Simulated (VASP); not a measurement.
# Te (Imma) in VASP: notebook

The runs below take Te through single point, with r2SCAN.

All numbers are computed with VASP 6.6.1; they aren't measurements. Logs are shortened: lines on timing, memory, paths and dates and some standing lists are left out, and cuts for length are marked.

## (1) The cell of the first run

It takes space group Imma (No. 74, orthorhombic). Conventional cell: a = 5.836 Å, b = 7.647 Å, c = 3.029 Å, α = 90.00°, β = 90.00°, γ = 90.00°. Te (site symmetry mm2) has 4 Te at 2.92 to 3.03 Å within 3.8 Å.

## (2) Single point, r2SCAN

Input file POSCAR:

```
Te
1.0
   -2.9178164048      3.8235813242      1.5144050373
    2.9178164048     -3.8235813242      1.5144050373
    2.9178164048      3.8235813242     -1.5144050373
Te
2
Direct
    0.9990709800      0.2490709800      0.7500000000
    0.0009290000      0.7509290200      0.2500000000
```

Input file INCAR.step1:

```
  ALGO = Normal
  EDIFF = 1E-4
  ENCUT = 520
  GGA = PE
  ISMEAR = -1
  LASPH = True
  LCHARG = False
  LREAL = False
  LWAVE = True
  NBANDS = 13
  NELM = 100
  PREC = Accurate
  SIGMA = 0.05
```

Input file INCAR.step2:

```
  ALGO = Normal
  EDIFF = 1E-7
  ENCUT = 520
  ISIF = 2
  ISMEAR = -1
  ISTART = 1
  LASPH = True
  LCHARG = False
  LMIXTAU = True
  LREAL = False
  LWAVE = False
  METAGGA = R2SCAN
  NBANDS = 13
  NELM = 100
  PREC = Accurate
  SIGMA = 0.05
```

Input file KPOINTS:

```
k-points
0
Gamma
  11 11 11
```

Potentials or basis: VASP PAW PBE potentials, release 64 (Te).

Launch:

```sh
> cat potpaw_PBE.64/Te/POTCAR > POTCAR
> cp INCAR.step1 INCAR
> mpirun -np 1 vasp_std > vasp.out
> cp INCAR.step2 INCAR
> mpirun -np 1 vasp_std > vasp.out
```

OUTCAR:

```text
EDIFF = 1E-7
   ENCUT = 520
   ISIF = 2
   ISMEAR = -1
   ISTART = 1
   LASPH = True
   LREAL = False
   METAGGA = R2SCAN
   NELM = 100
   PREC = Accurate

 ion  position               nearest neighbor table
   1  0.999  0.249  0.750-   2 2.92   2 2.92
   2  0.001  0.751  0.250-   1 2.92   1 2.92

  LATTYP: Found a body centered orthorhombic cell.
 ALAT       =     3.0288100746
 B/A-ratio  =     1.9267080688
 C/A-ratio  =     2.5248075845

  Lattice vectors:

 A1 = (   2.9178164048,  -3.8235813242,   1.5144050373)
 A2 = (  -2.9178164048,  -3.8235813242,  -1.5144050373)
 A3 = (   2.9178164048,   3.8235813242,  -1.5144050373)

Analysis of symmetry for initial positions (statically):
=====================================================================
 Subroutine PRICEL returns:
 Original cell was already a primitive cell.

 Routine SETGRP: Setting up the symmetry group for a
 body centered orthorhombic supercell.

 Subroutine GETGRP returns: Found  8 space group operations
 (whereof  4 operations were pure point group operations)
 out of a pool of  8 trial point group operations.

The static configuration has the point symmetry C_2h.
 The point group associated with its full space group is D_2h.

Analysis of symmetry for dynamics (positions and initial velocities):
=====================================================================
 Subroutine PRICEL returns:
 Original cell was already a primitive cell.

 Routine SETGRP: Setting up the symmetry group for a
 body centered orthorhombic supercell.

 Subroutine GETGRP returns: Found  8 space group operations
 (whereof  4 operations were pure point group operations)
 out of a pool of  8 trial point group operations.

The dynamic configuration has the point symmetry C_2h.
 The point group associated with its full space group is D_2h.

 Subroutine INISYM returns: Found  8 space group operations
 (whereof  4 operations are pure point group operations),
 and found     1 'primitive' translations

----------------------------------------------------------------------------------------

                                     Primitive cell

  volume of cell :      67.5819

  direct lattice vectors                    reciprocal lattice vectors
    -2.917816405  3.823581324  1.514405037     0.000000000  0.130767455  0.330162663
     2.917816405 -3.823581324  1.514405037     0.171361022  0.000000000  0.330162663
     2.917816405  3.823581324 -1.514405037     0.171361022  0.130767455  0.000000000

  length of vectors
     5.042504272  5.042504272  5.042504272     0.355116194  0.371983849  0.215556784

  position of ions in fractional coordinates (direct lattice)
     0.999070980  0.249070980  0.750000000
     0.000929000  0.750929020  0.250000000

  ion indices of the primitive-cell ions
   primitive index   ion index
                 1           1
                 2           2

----------------------------------------------------------------------------------------

 KPOINTS: k-points

Automatic generation of k-mesh.
 Grid dimensions read from file:
 generate k-points for:   11   11   11

 Generating k-lattice:

  Cartesian coordinates                     Fractional coordinates (reciprocal lattice)
     0.000000000  0.011887950  0.030014788     0.090909091 -0.000000000  0.000000000
     0.015578275  0.000000000  0.030014788    -0.000000000  0.090909091  0.000000000
     0.015578275  0.011887950  0.000000000     0.000000000  0.000000000  0.090909091

  Length of vectors
     0.032283290  0.033816714  0.019596071

  Shift w.r.t. Gamma in fractional coordinates (k-lattice)
     0.000000000  0.000000000  0.000000000

 Subroutine IBZKPT returns following result:
 ===========================================

 Found    216 irreducible k-points:

 Following reciprocal coordinates:
            Coordinates               Weight
  0.000000  0.000000  0.000000      1.000000
  0.090909 -0.000000  0.000000      4.000000
  0.181818  0.000000  0.000000      4.000000
  0.272727  0.000000  0.000000      4.000000
  0.363636 -0.000000  0.000000      4.000000
  0.454545 -0.000000  0.000000      4.000000
[... 16 lines left out ...]
  0.454545  0.181818  0.000000      8.000000
 -0.454545  0.181818 -0.000000      8.000000
 [... further k-points ...]
   k-points           NKPTS =    216   k-points in BZ     NKDIM =    216   number of bands    NBANDS=     13
   number of dos      NEDOS =    301   number of ions     NIONS =      2
   total plane-waves  NPLWV =  64000
   dimension x,y,z NGX =    40 NGY =   40 NGZ =   40
   dimension x,y,z NGXF=    80 NGYF=   80 NGZF=   80
   ions per type =               2
   NGX,Y,Z   is equivalent  to a cutoff of  13.19, 13.19, 13.19 a.u.
   NGXF,Y,Z  is equivalent  to a cutoff of  26.38, 26.38, 26.38 a.u.
 SYSTEM =  unknown system
   PREC   = accura    normal or accurate (medium, high low for compatibility)
   ISTART =      1    job   : 0-new  1-cont  2-samecut
   ICHARG =      0    charge: 1-file 2-atom 10-const
   ISPIN  =      1    spin polarized calculation?
   LNONCOLLINEAR =      F non collinear calculations
   LSORBIT =      F    spin-orbit coupling
   LASPH  =      T    aspherical Exc in radial PAW
   ENCUT  =  520.0 eV  38.22 Ry    6.18 a.u.   9.38  9.38  9.38*2*pi/ulx,y,z
   NELM   =    100;   NELMIN=  2; NELMDL=  0     # of ELM steps
   EDIFF  = 0.1E-06   stopping-criterion for ELM
   LREAL  =      F    real-space projection
   EDIFFG = 0.1E-05   stopping-criterion for IOM
   NSW    =      0    number of steps for IOM
   IBRION =     -1    ionic relax: 0-MD 1-quasi-New 2-CG
   NFREE  =      0    steps in history (QN), initial steepest desc. (CG)
   ISIF   =      2    stress and relaxation
   ISYM   =      2    0-nonsym 1-usesym 2-fastsym
   POTIM  = 0.5000    time-step for ionic-motion
   TEBEG  =    0.0;   TEEND  =   0.0 temperature during run
   PSTRESS=    0.0 pullay stress
   NELECT =      12.0000    total number of electrons
   NUPDOWN=      -1.0000    fix difference up-down
   EMIN   =  10.00;   EMAX   =-10.00  energy-range for DOS
   EFERMI =   0.00;   METHOD = LEGACY
   ISMEAR =    -1;   SIGMA  =   0.05  broadening in eV -4-tet -1-fermi 0-gaus
   EFERMI_NEDOS =   21; number of points for ismear=-14 and -15
   IALGO  =     38    algorithm
   IMIX   =      4    mixing-type and parameters
     AMIX     =   0.40;   BMIX     =  1.00
     AMIX_MAG =   1.60;   BMIX_MAG =  1.00
  volume/ion in A,a.u.               =      33.79       228.03
  Fermi-wavevector in a.u.,A,eV,Ry     =   0.920150  1.738831 11.519718  0.846675
  Thomas-Fermi vector in A             =   2.045423
   LORBIT       =      0    0 simple, 1 ext, 2 COOP (PROOUT), +10 PAW based schemes
   METAGGA = R2SCAN    functional components
   LHFCALC =     F    Hartree Fock is set to
   AEXX    =    0.0000 exact exchange contribution
   IVDW    =     0    specifies the selected vdW correction
   LEPSILON=     F    determine dielectric tensor
   LRPA    =     F    only Hartree local field effects (RPA)
 non-spin polarized calculation
  energy-cutoff  :      520.00
  volume of cell :       67.58
 maximum number of plane-waves:      1845
 NGX is ok and might be reduce to    40
   NGX = 19   NGY = 19   NGZ = 19

 number of electron      12.0000000 magnetization

 Free energy of the ion-electron system (eV)
  ---------------------------------------------------
  ext. energy  EPLUGINS =         0.00000000
  ---------------------------------------------------
  free energy    TOTEN  =       -50.45826800 eV

  energy without entropy =      -50.44853251  energy(sigma->0) =      -50.45340025

 E-fermi :   5.4707     XC(G=0):  -9.4917

 val. band max:        5.4701503905   @ k =  -0.3636   0.3636  -0.0000
 cond. band min:       5.5059747284   @ k =  -0.3636   0.3636   0.3636
 fundamental gap:      0.0358243378
 Fermi energy:         5.4706988729

 k-point     1 :       0.0000    0.0000    0.0000
  band No.  band energies     occupation
      1      -8.6257      2.00000
      2      -5.0699      2.00000
      3      -0.5503      2.00000
      4       3.1760      2.00000
      5       3.6801      2.00000
      6       8.7020      0.00000
      7       8.7363      0.00000
      8       9.5399      0.00000
      9       9.8196      0.00000
     10      10.7480      0.00000
     11      13.6206      0.00000
     12      16.0809      0.00000
     13      16.9004      0.00000

 k-point     2 :       0.0909   -0.0000    0.0000
  band No.  band energies     occupation
      1      -8.4884      2.00000
      2      -4.9503      2.00000
      3      -0.4525      2.00000
      4       3.3545      2.00000
      5       3.6757      2.00000
      6       7.4314      0.00000
      7       8.8803      0.00000
      8       9.5396      0.00000
      9       9.6704      0.00000
     10      10.1037      0.00000
     11      14.3896      0.00000
     12      15.6410      0.00000
     13      16.4310      0.00000

 k-point     3 :       0.1818    0.0000    0.0000
  band No.  band energies     occupation
      1      -8.0843      2.00000
      2      -4.5944      2.00000
      3      -0.1724      2.00000
      4       3.6761      2.00000
      5       3.8741      2.00000
      6       5.1160      1.99834
      7       7.2980      0.00000
      8       9.4052      0.00000
      9      10.0443      0.00000
     10      10.8441      0.00000
     11      13.3586      0.00000
     12      14.3358      0.00000
     13      15.1816      0.00000

 k-point     4 :       0.2727    0.0000    0.0000
  band No.  band energies     occupation
      1      -7.4456      2.00000
      2      -4.0189      2.00000
      3       0.2434      2.00000
      4       2.7275      2.00000
      5       3.8369      2.00000
      6       4.6288      2.00000
      7       5.1120      1.99847
      8      10.1767      0.00000
      9      10.6015      0.00000
     10      11.3262      0.00000
     11      11.5345      0.00000
     12      13.3851      0.00000
     13      15.8977      0.00000

 k-point     5 :       0.3636   -0.0000    0.0000
  band No.  band energies     occupation
      1      -6.6665      2.00000
      2      -3.2889      2.00000
      3       0.6953      2.00000
      4       0.8011      2.00000
      5       3.1177      2.00000
      6       3.9476      2.00000
      7       5.6785      0.03083
      8       9.7491      0.00000
      9      10.5340      0.00000
     10      11.2137      0.00000
     11      11.7003      0.00000
     12      14.5896      0.00000
     13      14.7404      0.00000
[... 257 lines left out ...]
 k-point    22 :       0.3636    0.1818    0.0000
  band No.  band energies     occupation
      1      -5.8307      2.00000
      2      -3.2830      2.00000
      3      -0.3445      2.00000
      4       1.5831      2.00000
      5       1.9732      2.00000
      6       3.9253      2.00000
      7       6.3283      0.00000
      8       9.5788      0.00000
      9      10.1926      0.00000
     10      10.5130      0.00000
     11      12.5731      0.00000
     12      14.0623      0.00000
     13      16.2370      0.00000

 k-point    23 :       0.4545    0.1818    0.0000
  band No.  band energies     occupation
      1      -6.4227      2.00000
      2      -3.9344      2.00000
      3       0.8206      2.00000
      4       1.4437      2.00000
      5       2.9704      2.00000
      6       3.5126      2.00000
      7       5.8812      0.00054
      8       9.8146      0.00000
      9      10.3971      0.00000
     10      11.2091      0.00000
     11      12.9159      0.00000
     12      13.7293      0.00000
     13      16.5719      0.00000

 k-point    24 :      -0.4545    0.1818   -0.0000
  band No.  band energies     occupation
      1      -7.1944      2.00000
      2      -4.6463      2.00000
      3       0.9678      2.00000
      4       2.6240      2.00000
      5       3.3357      2.00000
      6       4.6603      2.00000
      7       5.1283      1.99788
      8       9.1848      0.00000
      9      11.2538      0.00000
     10      12.1844      0.00000
     11      12.4872      0.00000
     12      15.1253      0.00000
     13      15.3289      0.00000

 [... further k-points ...]

------------------------ aborting loop because EDIFF is reached ----------------------------------------

  FORCE on cell =-STRESS in cart. coord.  units (eV):
  Direction    XX          YY          ZZ          XY          YZ          ZX
  --------------------------------------------------------------------------------------
  -------------------------------------------------------------------------------------
  Total        1.2785912      0.1232021      1.5184640      0.0000000      0.0000000      0.0000000
  in kB       30.3118173      2.9207761     35.9985296      0.0000000      0.0000000      0.0000000
  external PRESSURE =      23.0770410 kB  Pullay stress =       0.0000000 kB

 VOLUME and BASIS-vectors are now :
 -----------------------------------------------------------------------------
  energy-cutoff  :      520.00
  volume of cell :       67.58
      direct lattice vectors                 reciprocal lattice vectors
    -2.917816405  3.823581324  1.514405037     0.000000000  0.130767455  0.330162663
     2.917816405 -3.823581324  1.514405037     0.171361022  0.000000000  0.330162663
     2.917816405  3.823581324 -1.514405037     0.171361022  0.130767455  0.000000000

 POSITION                                       TOTAL-FORCE (eV/Angst)
 -----------------------------------------------------------------------------------
      0.00000      5.73537      0.75439        -0.000000      0.000000      0.002919
      2.91782     -1.91179      0.76002         0.000000     -0.000000     -0.002919
 -----------------------------------------------------------------------------------
    total drift:                                0.000006      0.000014      0.000002

  FREE ENERGIE OF THE ION-ELECTRON SYSTEM (eV)
  ---------------------------------------------------
  free  energy   TOTEN  =       -50.4582679969 eV

  energy  without entropy=      -50.4485325051  energy(sigma->0) =      -50.45340025
```

It took 5.8 min on 1 thread of Intel Xeon 6975P-C (Granite Rapids), shared host; peak memory 0.36 GiB.

What came out:

| Item | Value |
| --- | --- |
| Free energy | -50.4583 eV |
| Pressure | 2.3 GPa |
| Band gap on the k mesh | zero (bands 6 and 7 overlap by 4.39 eV) |

Forces in eV/Å, atoms in the order of the input:
```
Te   0.000  0.000  0.003
Te   0.000  0.000 -0.003
```

Stress tensor (GPa, compression positive):
```
3.03 0.00 0.00
0.00 0.29 0.00
0.00 0.00 3.60
```

Caveat: the PAW data sets were made with another functional, which shifts forces and pressure a little; spin-orbit coupling is left out, which moves the levels of the heavy elements.

## (3) Single point, r2SCAN

This run uses another cell than the first one, of 35.20 Å³/atom.

Input file POSCAR:

```
Te
1.0
   -2.9577914600      3.8759656600      1.5351528900
    2.9577914600     -3.8759656600      1.5351528900
    2.9577914600      3.8759656600     -1.5351528900
Te
2
Direct
    0.9990709800      0.2490709800      0.7500000000
    0.0009290000      0.7509290200      0.2500000000
```

Input file INCAR.step1:

```
SYSTEM = Te
  PREC = Accurate
  ENCUT = 520
  ISMEAR = -1
  SIGMA = 0.05
  LREAL = .FALSE.
  LASPH = .TRUE.
  NELM = 80
  NBANDS = 13
  GGA = PE
  ALGO = Normal
  EDIFF = 1E-4
  LWAVE = .TRUE.
  LCHARG = .FALSE.
```

Input file INCAR.step2:

```
SYSTEM = Te
  PREC = Accurate
  ENCUT = 520
  EDIFF = 1E-6
  ISMEAR = -1
  SIGMA = 0.05
  LREAL = .FALSE.
  LASPH = .TRUE.
  NELM = 80
  ALGO = Normal
  ISIF = 2
  LWAVE = .FALSE.
  LCHARG = .FALSE.
  METAGGA = R2SCAN
  LMIXTAU = .TRUE.
  NBANDS = 13
  ISTART = 1
```

Input file KPOINTS:

```
Automatic mesh
0
G
  11 11 11
  0 0 0
```

Potentials or basis: VASP PAW PBE potentials, release 64 (Te).

Launch:

```sh
> cat potpaw_PBE.64/Te/POTCAR > POTCAR
> cp INCAR.step1 INCAR
> mpirun -np 1 vasp_std > vasp.out
> cp INCAR.step2 INCAR
> mpirun -np 1 vasp_std > vasp.out
```

Wall time 5 min (1 thread of Intel Xeon 6975P-C (Granite Rapids), shared host); peak memory 0.36 GiB.

It converged, with:

```yaml
Free_energy: -50.4795 eV
Pressure: 0.2 GPa
Largest_force: 0.003 eV/Å
Band_gap_on_the_k_mesh: zero (bands 6 and 7 overlap by 4.17 eV)
```

Forces on the atoms (eV/Å):
```
Te   0.000  0.000  0.003
Te   0.000  0.000 -0.003
```

Stress tensor (GPa, compression positive):
```
-0.05  0.00  0.00
 0.00 -0.17  0.00
 0.00  0.00  0.72
```

Levels at points of the mesh, in eV from the Fermi level:
```
           k point  band 4  band 5  band 6  band 7  band 8  band 9
(0.00, 0.00, 0.00)   -2.14   -1.69    3.10    3.41    3.88    4.44
```

Caveat: the PAW data sets were made with another functional, which shifts forces and pressure a little; spin-orbit coupling is left out, which moves the levels of the heavy elements.

The gap in the log of VASP goes by the Fermi energy; the results here count the filled bands.